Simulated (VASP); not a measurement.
Write the native input for VASP 6.6.1 that does the following.

```
Task                   : single point
Functional             : LDA
Potentials or basis    : VASP PAW LDA potentials, release 64 (Ag)
Cutoff                 : 500 eV
k mesh                 : 22 × 22 × 22
Occupations            : gaussian, width 0.15 eV
Spin                   : no spin polarisation
Dipole correction      : no
Further INCAR settings : ALGO = Normal; EDIFF = 1e-06; NBANDS = 12
```

The structure of Ag lies in POSCAR:

```
Ag
1.0
   -1.5580300654      1.5580300654      1.8696360784
    1.5580300654     -1.5580300654      1.8696360784
    1.5580300654      1.5580300654     -1.8696360784
Ag
1
Direct
    0.0000000000      0.0000000000      0.0000000000
```

These files were run (other wordings do the same):

INCAR

```
PREC = Accurate ; ENCUT = 500
EDIFF = 1E-6 ; ISMEAR = 0
SIGMA = 0.15 ; LREAL = F
LASPH = T ; NELM = 120
ALGO = Normal ; ISIF = 2
LWAVE = F ; LCHARG = F
GGA = CA ; NBANDS = 12
GGA_COMPAT = F
```

KPOINTS

```
Automatic mesh
0
Gamma
  22 22 22
```

Potentials or basis: VASP PAW LDA potentials, release 64 (Ag).

Launch:

```sh
$ cat potpaw_LDA.64/Ag/POTCAR > POTCAR
$ mpirun -np 1 vasp_std > vasp.out
```

Results of the run:

```
Pressure : -11.6 GPa
```

Wall time 2.6 min on 1 thread of Intel Xeon 8259CL (shared host), peak memory 0.27 GiB.
